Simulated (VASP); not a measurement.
# BN (P6_3/mmc) in VASP: further runs, part 2 of 2

VASP 6.6.1. The steps go on from the part before.

**3. Single point, LDA**

This run uses another cell than the first one, of 8.72 Å³/atom.

INCAR

```
ALGO = Normal
EDIFF = 1E-6
ENCUT = 600
GGA = CA
GGA_COMPAT = False
ISIF = 2
ISMEAR = -1
LASPH = True
LCHARG = False
LREAL = False
LWAVE = False
NBANDS = 16
NELM = 120
PREC = Accurate
SIGMA = 0.02
```

KPOINTS

```
k-points
0
Gamma
  12 12 4
```

POSCAR

```
BN
1.0
    2.4889684233      0.0000000000      0.0000000000
   -1.2444842117      2.1555098838      0.0000000000
    0.0000000000      0.0000000000      6.5009334100
B N
2 2
Direct
    0.3333333333      0.6666666667      0.2500000000
    0.6666666667      0.3333333333      0.7500000000
    0.6666666667      0.3333333333      0.2500000000
    0.3333333333      0.6666666667      0.7500000000
```

Potentials or basis: VASP PAW LDA potentials, release 64 (B, N).

Command:

```
cat potpaw_LDA.64/B/POTCAR potpaw_LDA.64/N/POTCAR > POTCAR
mpirun -np 1 vasp_std > vasp.out
```

OUTCAR:

```text
EDIFF = 1E-6
   ENCUT = 600
   GGA = CA
   ISIF = 2
   ISMEAR = -1
   LASPH = True
   LREAL = False
   NELM = 120
   PREC = Accurate

 ion  position               nearest neighbor table
   1  0.333  0.667  0.250-   3 1.44   3 1.44   3 1.44
   2  0.667  0.333  0.750-   4 1.44   4 1.44   4 1.44
   3  0.667  0.333  0.250-   1 1.44   1 1.44   1 1.44
   4  0.333  0.667  0.750-   2 1.44   2 1.44   2 1.44

  LATTYP: Found a hexagonal cell.
 ALAT       =     2.4889684233
 C/A-ratio  =     2.6118987084

  Lattice vectors:

 A1 = (   2.4889684233,   0.0000000000,   0.0000000000)
 A2 = (  -1.2444842117,   2.1555098838,   0.0000000000)
 A3 = (   0.0000000000,   0.0000000000,   6.5009334100)

Analysis of symmetry for initial positions (statically):
=====================================================================
 Subroutine PRICEL returns:
 Original cell was already a primitive cell.

 Routine SETGRP: Setting up the symmetry group for a
 hexagonal supercell.

 Subroutine GETGRP returns: Found 24 space group operations
 (whereof 12 operations were pure point group operations)
 out of a pool of 24 trial point group operations.

The static configuration has the point symmetry D_3d.
 The point group associated with its full space group is D_6h.

Analysis of symmetry for dynamics (positions and initial velocities):
=====================================================================
 Subroutine PRICEL returns:
 Original cell was already a primitive cell.

 Routine SETGRP: Setting up the symmetry group for a
 hexagonal supercell.

 Subroutine GETGRP returns: Found 24 space group operations
 (whereof 12 operations were pure point group operations)
[... 123 lines left out ...]
   EFERMI_NEDOS =   21; number of points for ismear=-14 and -15
   IALGO  =     38    algorithm
   IMIX   =      4    mixing-type and parameters
     AMIX     =   0.40;   BMIX     =  1.00
     AMIX_MAG =   1.60;   BMIX_MAG =  1.00
  volume/ion in A,a.u.               =       8.72        58.84
  Fermi-wavevector in a.u.,A,eV,Ry     =   1.262602  2.385972 21.689913  1.594164
  Thomas-Fermi vector in A             =   2.396002
   LORBIT       =      0    0 simple, 1 ext, 2 COOP (PROOUT), +10 PAW based schemes
   GGA     = CA    functional components
   LHFCALC =     F    Hartree Fock is set to
   AEXX    =    0.0000 exact exchange contribution
   IVDW    =     0    specifies the selected vdW correction
   LEPSILON=     F    determine dielectric tensor
   LRPA    =     F    only Hartree local field effects (RPA)
 non-spin polarized calculation
  energy-cutoff  :      600.00
  volume of cell :       34.88
 maximum number of plane-waves:      1191
 NGX is ok and might be reduce to    20
   NGX =  9   NGY =  9   NGZ = 25

 number of electron      16.0000001 magnetization

 Free energy of the ion-electron system (eV)
  ---------------------------------------------------
  ext. energy  EPLUGINS =         0.00000000
  ---------------------------------------------------
  free energy    TOTEN  =       -38.58522837 eV

  energy without entropy =      -38.58522837  energy(sigma->0) =      -38.58522837

 E-fermi :   2.8419     XC(G=0): -10.6914

 val. band max:        2.4202826085   @ k =   0.3333   0.2500   0.0000
 cond. band min:       6.4750251658   @ k =   0.5000   0.0000   0.0000
 fundamental gap:      4.0547425573
 Fermi energy:         2.8418549506

 k-point     1 :       0.0000    0.0000    0.0000
  band No.  band energies     occupation
      1     -15.3183      2.00000
      2     -14.9517      2.00000
      3      -4.1159      2.00000
      4      -1.6820      2.00000
      5       1.0817      2.00000
      6       1.0817      2.00000
[... 433 lines left out ...]
      3      -4.4818      2.00000
      4      -4.4087      2.00000
      5      -1.2115      2.00000
      6      -1.1588      2.00000
[... 8 lines left out ...]
     15      19.2190      0.00000
     16      21.0875      0.00000

 [... further k-points ...]

------------------------ aborting loop because EDIFF is reached ----------------------------------------

  FORCE on cell =-STRESS in cart. coord.  units (eV):
  Direction    XX          YY          ZZ          XY          YZ          ZX
  --------------------------------------------------------------------------------------
  -------------------------------------------------------------------------------------
  Total        0.1189380      0.1189380     -0.0659102     -0.0000000      0.0000000      0.0000000
  in kB        5.4636917      5.4636917     -3.0277355     -0.0000000      0.0000000      0.0000000
  external PRESSURE =       2.6332160 kB  Pullay stress =       0.0000000 kB

 VOLUME and BASIS-vectors are now :
 -----------------------------------------------------------------------------
  energy-cutoff  :      600.00
  volume of cell :       34.88
      direct lattice vectors                 reciprocal lattice vectors
     2.488968423  0.000000000  0.000000000     0.401772875  0.231963678  0.000000000
    -1.244484212  2.155509884  0.000000000     0.000000000  0.463927355  0.000000000
     0.000000000  0.000000000  6.500933410     0.000000000  0.000000000  0.153824064

 POSITION                                       TOTAL-FORCE (eV/Angst)
 -----------------------------------------------------------------------------------
     -0.00000      1.43701      1.62523         0.000000     -0.000000      0.000000
      1.24448      0.71850      4.87570        -0.000000      0.000000      0.000000
      1.24448      0.71850      1.62523         0.000000     -0.000000      0.000000
     -0.00000      1.43701      4.87570        -0.000000      0.000000      0.000000
 -----------------------------------------------------------------------------------
    total drift:                                0.000000     -0.000000      0.000000

  FREE ENERGIE OF THE ION-ELECTRON SYSTEM (eV)
  ---------------------------------------------------
  free  energy   TOTEN  =       -38.5852283685 eV

  energy  without entropy=      -38.5852283685  energy(sigma->0) =      -38.58522837
```

OSZICAR:

```text
N       E                     dE             d eps       ncg     rms          rms(c)
DAV:   1     0.520117282743E+02    0.52012E+02   -0.86449E+03  1832   0.104E+03
DAV:   2    -0.395526793422E+02   -0.91564E+02   -0.82809E+02  2536   0.226E+02
DAV:   3    -0.426361035263E+02   -0.30834E+01   -0.30688E+01  2368   0.406E+01
DAV:   4    -0.426526178242E+02   -0.16514E-01   -0.16512E-01  2280   0.343E+00
DAV:   5    -0.426527600896E+02   -0.14227E-03   -0.14226E-03  2384   0.295E-01    0.112E+01
DAV:   6    -0.390748288583E+02    0.35779E+01   -0.57703E+00  2176   0.182E+01    0.483E+00
DAV:   7    -0.387066348899E+02    0.36819E+00   -0.48378E-01  2488   0.497E+00    0.299E+00
DAV:   8    -0.385905659284E+02    0.11607E+00   -0.27503E-01  2312   0.353E+00    0.465E-01
DAV:   9    -0.385852426349E+02    0.53233E-02   -0.15914E-02  2144   0.983E-01    0.186E-01
DAV:  10    -0.385852148625E+02    0.27772E-04   -0.67083E-04  2352   0.201E-01    0.248E-02
DAV:  11    -0.385852283847E+02   -0.13522E-04   -0.24157E-05  2120   0.401E-02    0.183E-02
DAV:  12    -0.385852283685E+02    0.16201E-07   -0.56716E-06  2200   0.172E-02
   1 F= -.38585228E+02 E0= -.38585228E+02  d E =-.152775E-10
```

stdout:

```text
POSCAR found type information on POSCAR B N
 POSCAR found :  2 types and       4 ions
 scaLAPACK will be used
 LDA part: xc-table for (Slater(with rela. corr.)+CA(PZ))
 , standard interpolation
 POSCAR, INCAR and KPOINTS ok, starting setup
 FFT: planning ... GRIDC
 FFT: planning ... GRID_SOFT
 FFT: planning ... GRID
 WAVECAR not read
 entering main loop
```

Wall time 53 s (1 thread of Intel Xeon 8259CL, shared host); peak memory 0.15 GiB.

What came out:

* Free energy: -38.5852 eV
* Pressure: 0.3 GPa
* Band gap on the k mesh: 4.05 eV (least direct gap 4.47 eV)

Stress tensor (GPa, compression positive):
```
 0.55  0.00  0.00
 0.00  0.55  0.00
 0.00  0.00 -0.30
```

Levels at points of the mesh, in eV from the valence-band top:
| k point | band 6 | band 7 | band 8 | band 9 | band 10 | band 11 |
| --- | --- | --- | --- | --- | --- | --- |
| (0.00, 0.00, 0.00) | -1.34 | -1.29 | -1.29 | 5.07 | 10.34 | 11.55 |
| (0.50, 0.00, 0.00) | -4.13 | -1.59 | -0.42 | 4.05 | 5.64 | 9.64 |
| (0.00, 0.00, 0.50) | -1.32 | -1.32 | -1.32 | 7.63 | 7.63 | 11.63 |
| (0.50, 0.00, 0.50) | -4.17 | -0.97 | -0.97 | 4.57 | 4.57 | 10.09 |

A k mesh can miss the band edges.

**4. Single point, PBE**

INCAR

```
SYSTEM = BN
  ALGO = Normal
  EDIFF = 1E-6
  ENCUT = 600
  GGA = PE
  GGA_COMPAT = .FALSE.
  ISIF = 2
  ISMEAR = -1
  LASPH = .TRUE.
  LCHARG = .FALSE.
  LREAL = .FALSE.
  LWAVE = .FALSE.
  NBANDS = 16
  NELM = 120
  PREC = Accurate
  SIGMA = 0.02
```

KPOINTS

```
k-points
0
G
  12 12 4
  0 0 0
```

POSCAR

```
BN
1.0
    2.5008383104      0.0000000000      0.0000000000
   -1.2504191552      2.1657895075      0.0000000000
    0.0000000000      0.0000000000      6.8931205922
B N
2 2
Direct
    0.3333333333      0.6666666667      0.2500000000
    0.6666666667      0.3333333333      0.7500000000
    0.6666666667      0.3333333333      0.2500000000
    0.3333333333      0.6666666667      0.7500000000
```

Potentials or basis: VASP PAW PBE potentials, release 64 (B, N).

Command:

```
cat potpaw_PBE.64/B/POTCAR potpaw_PBE.64/N/POTCAR > POTCAR
mpirun -np 1 vasp_std > vasp.out
```

OUTCAR:

```text
SYSTEM = BN
   EDIFF = 1E-6
   ENCUT = 600
   GGA = PE
   ISIF = 2
   ISMEAR = -1
   LASPH = .TRUE.
   LREAL = .FALSE.
   NELM = 120
   PREC = Accurate

 ion  position               nearest neighbor table
   1  0.333  0.667  0.250-   3 1.44   3 1.44   3 1.44
   2  0.667  0.333  0.750-   4 1.44   4 1.44   4 1.44
   3  0.667  0.333  0.250-   1 1.44   1 1.44   1 1.44
   4  0.333  0.667  0.750-   2 1.44   2 1.44   2 1.44

  LATTYP: Found a hexagonal cell.
 ALAT       =     2.5008383104
 C/A-ratio  =     2.7563239749

  Lattice vectors:

 A1 = (   2.5008383104,   0.0000000000,   0.0000000000)
 A2 = (  -1.2504191552,   2.1657895075,   0.0000000000)
 A3 = (   0.0000000000,   0.0000000000,   6.8931205922)

Analysis of symmetry for initial positions (statically):
=====================================================================
 Subroutine PRICEL returns:
 Original cell was already a primitive cell.

 Routine SETGRP: Setting up the symmetry group for a
 hexagonal supercell.

 Subroutine GETGRP returns: Found 24 space group operations
 (whereof 12 operations were pure point group operations)
 out of a pool of 24 trial point group operations.

The static configuration has the point symmetry D_3d.
 The point group associated with its full space group is D_6h.

Analysis of symmetry for dynamics (positions and initial velocities):
=====================================================================
 Subroutine PRICEL returns:
 Original cell was already a primitive cell.

 Routine SETGRP: Setting up the symmetry group for a
 hexagonal supercell.

 Subroutine GETGRP returns: Found 24 space group operations
 (whereof 12 operations were pure point group operations)
 out of a pool of 24 trial point group operations.

The dynamic configuration has the point symmetry D_3d.
 The point group associated with its full space group is D_6h.

 Subroutine INISYM returns: Found 24 space group operations
 (whereof 12 operations are pure point group operations),
 and found     1 'primitive' translations
[... 121 lines left out ...]
  Fermi-wavevector in a.u.,A,eV,Ry     =   1.234266  2.332425 20.727300  1.523414
  Thomas-Fermi vector in A             =   2.368963
   LORBIT       =      0    0 simple, 1 ext, 2 COOP (PROOUT), +10 PAW based schemes
   GGA     = PE    functional components
   LHFCALC =     F    Hartree Fock is set to
   AEXX    =    0.0000 exact exchange contribution
   IVDW    =     0    specifies the selected vdW correction
   LEPSILON=     F    determine dielectric tensor
   LRPA    =     F    only Hartree local field effects (RPA)
 non-spin polarized calculation
  energy-cutoff  :      600.00
  volume of cell :       37.34
 maximum number of plane-waves:      1272
 NGX is ok and might be reduce to    20
   NGX =  9   NGY =  9   NGZ = 27

 number of electron      15.9999999 magnetization

 Free energy of the ion-electron system (eV)
  ---------------------------------------------------
  ext. energy  EPLUGINS =         0.00000000
  ---------------------------------------------------
  free energy    TOTEN  =       -35.17720612 eV

  energy without entropy =      -35.17720612  energy(sigma->0) =      -35.17720612

 E-fermi :   2.4491     XC(G=0):  -9.8303

 val. band max:        1.9952678944   @ k =   0.3333   0.3333   0.5000
 cond. band min:       6.3335365969   @ k =   0.5000   0.0000   0.0000
 fundamental gap:      4.3382687024
 Fermi energy:         2.4491132264

 k-point     1 :       0.0000    0.0000    0.0000
  band No.  band energies     occupation
      1     -15.7925      2.00000
      2     -15.5729      2.00000
      3      -4.0837      2.00000
      4      -2.3195      2.00000
      5       0.6686      2.00000
      6       0.6686      2.00000
[... 433 lines left out ...]
      3      -4.8937      2.00000
      4      -4.8542      2.00000
      5      -1.5869      2.00000
      6      -1.5567      2.00000
[... 8 lines left out ...]
     15      18.6377      0.00000
     16      20.6823      0.00000

 [... further k-points ...]

------------------------ aborting loop because EDIFF is reached ----------------------------------------

  FORCE on cell =-STRESS in cart. coord.  units (eV):
  Direction    XX          YY          ZZ          XY          YZ          ZX
  --------------------------------------------------------------------------------------
  -------------------------------------------------------------------------------------
  Total        1.1032305      1.1032305      0.3860110     -0.0000000      0.0000000      0.0000000
  in kB       47.3433623     47.3433623     16.5650424     -0.0000000      0.0000000      0.0000000
  external PRESSURE =      37.0839223 kB  Pullay stress =       0.0000000 kB

 VOLUME and BASIS-vectors are now :
 -----------------------------------------------------------------------------
  energy-cutoff  :      600.00
  volume of cell :       37.34
      direct lattice vectors                 reciprocal lattice vectors
     2.500838310  0.000000000  0.000000000     0.399865915  0.230862694  0.000000000
    -1.250419155  2.165789507  0.000000000     0.000000000  0.461725388  0.000000000
     0.000000000  0.000000000  6.893120592     0.000000000  0.000000000  0.145072175

 POSITION                                       TOTAL-FORCE (eV/Angst)
 -----------------------------------------------------------------------------------
     -0.00000      1.44386      1.72328         0.000000     -0.000000      0.000000
      1.25042      0.72193      5.16984        -0.000000     -0.000000      0.000000
      1.25042      0.72193      1.72328        -0.000000      0.000000      0.000000
     -0.00000      1.44386      5.16984        -0.000000     -0.000000      0.000000
 -----------------------------------------------------------------------------------
    total drift:                               -0.000000      0.000000      0.000000

  FREE ENERGIE OF THE ION-ELECTRON SYSTEM (eV)
  ---------------------------------------------------
  free  energy   TOTEN  =       -35.1772061215 eV

  energy  without entropy=      -35.1772061215  energy(sigma->0) =      -35.17720612
```

OSZICAR:

```text
N       E                     dE             d eps       ncg     rms          rms(c)
DAV:   1     0.592587999772E+02    0.59259E+02   -0.85893E+03  1824   0.103E+03
DAV:   2    -0.348634800011E+02   -0.94122E+02   -0.85655E+02  2584   0.245E+02
DAV:   3    -0.387873927137E+02   -0.39239E+01   -0.39071E+01  2456   0.502E+01
DAV:   4    -0.388140627991E+02   -0.26670E-01   -0.26666E-01  2216   0.438E+00
DAV:   5    -0.388143224631E+02   -0.25966E-03   -0.25966E-03  2424   0.420E-01    0.113E+01
DAV:   6    -0.355477258145E+02    0.32666E+01   -0.53134E+00  2408   0.186E+01    0.504E+00
DAV:   7    -0.352596189213E+02    0.28811E+00   -0.60501E-01  2416   0.570E+00    0.316E+00
DAV:   8    -0.351811706517E+02    0.78448E-01   -0.25032E-01  2344   0.338E+00    0.497E-01
DAV:   9    -0.351759898030E+02    0.51808E-02   -0.17061E-02  2112   0.112E+00    0.200E-01
DAV:  10    -0.351770705142E+02   -0.10807E-02   -0.14121E-03  2040   0.292E-01    0.363E-02
DAV:  11    -0.351771932777E+02   -0.12276E-03   -0.11350E-04  2264   0.879E-02    0.266E-02
DAV:  12    -0.351772059761E+02   -0.12698E-04   -0.32739E-05  2000   0.407E-02    0.297E-03
DAV:  13    -0.351772061215E+02   -0.14534E-06   -0.85888E-07  2040   0.726E-03
   1 F= -.35177206E+02 E0= -.35177206E+02  d E =-.174326E-11
```

stdout:

```text
POSCAR found type information on POSCAR B N
 POSCAR found :  2 types and       4 ions
 scaLAPACK will be used
 LDA part: xc-table for (Slater+PW92), standard interpolation
 POSCAR, INCAR and KPOINTS ok, starting setup
 FFT: planning ... GRIDC
 FFT: planning ... GRID_SOFT
 FFT: planning ... GRID
 WAVECAR not read
 entering main loop
```

Wall time 74 s (1 thread of Intel Xeon 8259CL, shared host); peak memory 0.17 GiB.

What came out:

```
Free energy            : -35.1772 eV
Pressure               : 3.7 GPa
Band gap on the k mesh : 4.34 eV (least direct gap 4.66 eV)
```

Caveat: the cell stands under pressure; this functional lacks dispersion, which binds the layers, so the pressure and a relaxed spacing across them are unreliable. A k mesh can miss the band edges.

**5. The runs side by side**

```csv
level,potentials or basis,cell,k mesh,smearing,gap on the mesh (eV),pressure (GPa)
PBE,"VASP PAW PBE potentials, release 64 (B, N)","a = 2.501, b = 2.501, c = 6.893 Å, angles 90.0, 90.0, 120.0°, 4 atoms",6 × 6 × 2,gaussian 0.01 eV,4.34,3.7
LDA,"VASP PAW LDA potentials, release 64 (B, N)","a = 2.489, b = 2.489, c = 6.501 Å, angles 90.0, 90.0, 120.0°, 4 atoms",12 × 12 × 4,fermi-dirac 0.02 eV,4.05,0.3
PBE,"VASP PAW PBE potentials, release 64 (B, N)","a = 2.501, b = 2.501, c = 6.893 Å, angles 90.0, 90.0, 120.0°, 4 atoms",12 × 12 × 4,fermi-dirac 0.02 eV,4.34,3.7
```

Alike in all rows: task single point; no spin polarisation; cutoff (eV) 600.

Caveats: some runs use coarse meshes; this functional lacks dispersion, which binds the layers, so the pressure and a relaxed spacing across them are unreliable (at least some runs); the cell stands under pressure (at least some runs).

Absolute energies hang on the potentials; compare differences alone.
